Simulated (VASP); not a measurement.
# K in VASP: single point with PBE

Aim: the single point of K with PBE.

All numbers are computed with VASP 6.6.1; they aren't measurements. Logs are shortened: lines on timing, memory, paths and dates and some standing lists are left out, and cuts for length are marked.

### 1 The cell of the first run

The cell holds a slab with vacuum, 8 atoms: a = 4.768 Å, b = 4.768 Å, c = 45.474 Å, α = 90.00°, β = 90.00°, γ = 120.00°.

### 2 Single point, PBE

The input, INCAR:

```
PREC     = Accurate       # precision mode
ENCUT    = 520            # plane-wave cutoff, eV
EDIFF    = 1E-6           # SCF threshold, eV
ISMEAR   = 0              # smearing method
SIGMA    = 0.1            # smearing width, eV
LREAL    = F              # projectors in reciprocal space
LASPH    = T              # aspherical terms in the spheres
NELM     = 80             # most SCF steps
ALGO     = Normal         # electronic algorithm
ISIF     = 2              # what is computed and relaxed
LWAVE    = F              # write WAVECAR
LCHARG   = T              # write CHGCAR
LDIPOL   = T            
IDIPOL   = 3            
DIPOL    = 0.5 0.5 0.500
GGA      = PE             # functional
LELF     = T              # ELF
LVHAR    = T            
LVACPOTAV= T            
NBANDS   = 46             # bands
```

The input, KPOINTS:

```
regular mesh
0
Gamma
  15 15 1
```

The input, POSCAR:

```
K
1.0
    4.7684341300      0.0000000000      0.0000000000
   -2.3842170700      4.1295850900      0.0000000000
    0.0000000000      0.0000000000     45.4736024976
K
8
Direct
    0.6666666669      0.3333333338      0.1979170223
    0.0000000000      0.0000000000      0.2842264516
    0.3333333338      0.6666666669      0.3705358710
    0.0000000000      0.0000000000      0.4568452903
    0.6666666669      0.3333333338      0.5431547097
    0.0000000000      0.0000000000      0.6294641290
    0.3333333338      0.6666666669      0.7157735484
    0.0000000000      0.0000000000      0.8020829777
```

Potentials or basis: VASP PAW PBE potentials, release 64 (K_sv).

The run is started by

```bash
cat potpaw_PBE.64/K_sv/POTCAR > POTCAR
mpirun -np 1 vasp_std > vasp.out
```

OUTCAR:

```text
PREC = Accurate
   ENCUT = 520
   EDIFF = 1E-6
   ISMEAR = 0
   LREAL = F
   LASPH = T
   NELM = 80
   ISIF = 2
   GGA = PE

 ion  position               nearest neighbor table
   1  0.667  0.333  0.198-
   2  0.000  0.000  0.284-
   3  0.333  0.667  0.371-
   4  0.000  0.000  0.457-
   5  0.667  0.333  0.543-
   6  0.000  0.000  0.629-
   7  0.333  0.667  0.716-
   8  0.000  0.000  0.802-

  LATTYP: Found a hexagonal cell.
 ALAT       =     4.7684341300
 C/A-ratio  =     9.5363805513

  Lattice vectors:

 A1 = (   4.7684341300,   0.0000000000,   0.0000000000)
 A2 = (  -2.3842170700,   4.1295850900,   0.0000000000)
 A3 = (   0.0000000000,   0.0000000000,  45.4736024976)

Analysis of symmetry for initial positions (statically):
=====================================================================
 Subroutine PRICEL returns:
 Original cell was already a primitive cell.

 Routine SETGRP: Setting up the symmetry group for a
 hexagonal supercell.

 Subroutine GETGRP returns: Found  6 space group operations
 (whereof  6 operations were pure point group operations)
 out of a pool of 24 trial point group operations.

The static configuration has the point symmetry C_3v.

Analysis of symmetry for dynamics (positions and initial velocities):
=====================================================================
 Subroutine PRICEL returns:
 Original cell was already a primitive cell.

 Routine SETGRP: Setting up the symmetry group for a
 hexagonal supercell.

 Subroutine GETGRP returns: Found  6 space group operations
 (whereof  6 operations were pure point group operations)
 out of a pool of 24 trial point group operations.

The dynamic configuration has the point symmetry C_3v.

 Subroutine INISYM returns: Found  6 space group operations
 (whereof  6 operations are pure point group operations),
 and found     1 'primitive' translations

----------------------------------------------------------------------------------------

                                     Primitive cell

  volume of cell :     895.4505

  direct lattice vectors                    reciprocal lattice vectors
     4.768434130  0.000000000  0.000000000     0.209712449  0.121077539  0.000000000
    -2.384217070  4.129585090  0.000000000     0.000000000  0.242155078  0.000000000
     0.000000000  0.000000000 45.473602498     0.000000000  0.000000000  0.021990780

[... 105 lines left out ...]
   PSTRESS=    0.0 pullay stress
   NELECT =      72.0000    total number of electrons
   NUPDOWN=      -1.0000    fix difference up-down
   EMIN   =  10.00;   EMAX   =-10.00  energy-range for DOS
   EFERMI =   0.00;   METHOD = LEGACY
   ISMEAR =     0;   SIGMA  =   0.10  broadening in eV -4-tet -1-fermi 0-gaus
   EFERMI_NEDOS =   21; number of points for ismear=-14 and -15
   IALGO  =     38    algorithm
   IMIX   =      4    mixing-type and parameters
     AMIX     =   0.40;   BMIX     =  1.00
     AMIX_MAG =   1.60;   BMIX_MAG =  1.00
  volume/ion in A,a.u.               =     111.93       755.35
  Fermi-wavevector in a.u.,A,eV,Ry     =   0.706597  1.335275  6.793108  0.499279
  Thomas-Fermi vector in A             =   1.792420
   LORBIT       =      0    0 simple, 1 ext, 2 COOP (PROOUT), +10 PAW based schemes
   GGA     = PE    functional components
   LHFCALC =     F    Hartree Fock is set to
   AEXX    =    0.0000 exact exchange contribution
   IVDW    =     0    specifies the selected vdW correction
   LEPSILON=     F    determine dielectric tensor
   LRPA    =     F    only Hartree local field effects (RPA)
 non-spin polarized calculation
 Gauss-broadening in eV      SIGMA  =   0.10
  energy-cutoff  :      520.00
  volume of cell :      895.45
 maximum number of plane-waves:     24185
 NGX is ok and might be reduce to    36
   NGX = 17   NGY = 17   NGZ =169

 dipolmoment           0.000000      0.000000     -0.000002 electrons x Angstroem

 number of electron      72.0000012 magnetization

 dipolmoment           0.000000      0.000000      0.000007 electrons x Angstroem

 Free energy of the ion-electron system (eV)
  ---------------------------------------------------
  ext. energy  EPLUGINS =         0.00000000
  ---------------------------------------------------
  free energy    TOTEN  =        -8.13037077 eV

  energy without entropy =       -8.09362991  energy(sigma->0) =       -8.11200034

 E-fermi :  -0.8548     XC(G=0):  -4.1126

 val. band max:       -0.8593033405   @ k =   0.3333   0.0667   0.0000
 cond. band min:      -0.8518003029   @ k =   0.1333   0.1333   0.0000
 fundamental gap:      0.0075030376
 Fermi energy:        -0.8548204560

 k-point     1 :       0.0000    0.0000    0.0000
  band No.  band energies     occupation
      1     -33.1833      2.00000
      2     -33.1827      2.00000
      3     -33.0229      2.00000
      4     -33.0228      2.00000
      5     -33.0208      2.00000
      6     -33.0204      2.00000
[... 1165 lines left out ...]
     45       0.7427      0.00000
     46       0.8388      0.00000

 [... further k-points ...]

------------------------ aborting loop because EDIFF is reached ----------------------------------------

  FORCE on cell =-STRESS in cart. coord.  units (eV):
  Direction    XX          YY          ZZ          XY          YZ          ZX
  --------------------------------------------------------------------------------------
  -------------------------------------------------------------------------------------
  Total       -0.6310310     -0.6310310     -0.7118302      0.0000000      0.0000000      0.0000000
  in kB       -1.1290669     -1.1290669     -1.2736362      0.0000000      0.0000000      0.0000000
  external PRESSURE =      -1.1772567 kB  Pullay stress =       0.0000000 kB

 VOLUME and BASIS-vectors are now :
 -----------------------------------------------------------------------------
  energy-cutoff  :      520.00
  volume of cell :      895.45
      direct lattice vectors                 reciprocal lattice vectors
     4.768434130  0.000000000  0.000000000     0.209712449  0.121077539  0.000000000
    -2.384217070  4.129585090  0.000000000     0.000000000  0.242155078  0.000000000
     0.000000000  0.000000000 45.473602498     0.000000000  0.000000000  0.021990780

 POSITION                                       TOTAL-FORCE (eV/Angst)
 -----------------------------------------------------------------------------------
      2.38422      1.37653      9.00000         0.000000      0.000000      0.028881
      0.00000      0.00000     12.92480         0.000000     -0.000000     -0.007509
     -0.00000      2.75306     16.84960        -0.000000     -0.000000      0.000879
      0.00000      0.00000     20.77440         0.000000     -0.000000      0.000956
      2.38422      1.37653     24.69920        -0.000000     -0.000000     -0.000966
      0.00000      0.00000     28.62400         0.000000     -0.000000     -0.000839
     -0.00000      2.75306     32.54880         0.000000     -0.000000      0.007708
      0.00000      0.00000     36.47360         0.000000     -0.000000     -0.029110
 -----------------------------------------------------------------------------------
    total drift:                               -0.000003     -0.000004     -0.000012

  FREE ENERGIE OF THE ION-ELECTRON SYSTEM (eV)
  ---------------------------------------------------
  free  energy   TOTEN  =        -8.1303707663 eV

  energy  without entropy=       -8.0936299114  energy(sigma->0) =       -8.11200034

 vacuum level on the upper side and lower side of the slab         1.531         1.531
```

OSZICAR:

```text
N       E                     dE             d eps       ncg     rms          rms(c)
DAV:   1     0.561275659483E+03    0.56128E+03   -0.28925E+04  2924   0.117E+03
DAV:   2     0.450782009480E+02   -0.51620E+03   -0.50833E+03  3024   0.329E+02
DAV:   3    -0.455027728508E+01   -0.49628E+02   -0.49141E+02  3332   0.760E+01
[... 21 lines left out ...]
DAV:  25    -0.813036462743E+01   -0.39903E-05   -0.15707E-06  1866   0.191E-03    0.717E-04
DAV:  26    -0.813036593545E+01   -0.13080E-05   -0.11021E-07  1620   0.918E-04    0.667E-04
DAV:  27    -0.813036862194E+01   -0.26865E-05   -0.50162E-07  1790   0.166E-03    0.329E-04
DAV:  28    -0.813037005292E+01   -0.14310E-05   -0.64570E-08  1710   0.642E-04    0.290E-04
DAV:  29    -0.813037076629E+01   -0.71336E-06   -0.57801E-08  1578   0.536E-04
   1 F= -.81303708E+01 E0= -.81120003E+01  d E =-.367409E-01
```

Run time: 36 min. Hardware: 1 thread of Intel Xeon 6975P-C (Granite Rapids), shared host; peak memory 1.3 GiB.

What came out:

```
Free energy            : -8.1304 eV
Largest force          : 0.029 eV/Å
Band gap on the k mesh : zero (bands 36 and 37 overlap by 2.13 eV)
```

Forces in eV/Å, atoms in the order of the input:
```
K    0.000  0.000  0.029
K    0.000  0.000 -0.008
K    0.000  0.000  0.001
K    0.000  0.000  0.001
K    0.000  0.000 -0.001
K    0.000  0.000 -0.001
K    0.000  0.000  0.008
K    0.000  0.000 -0.029
```
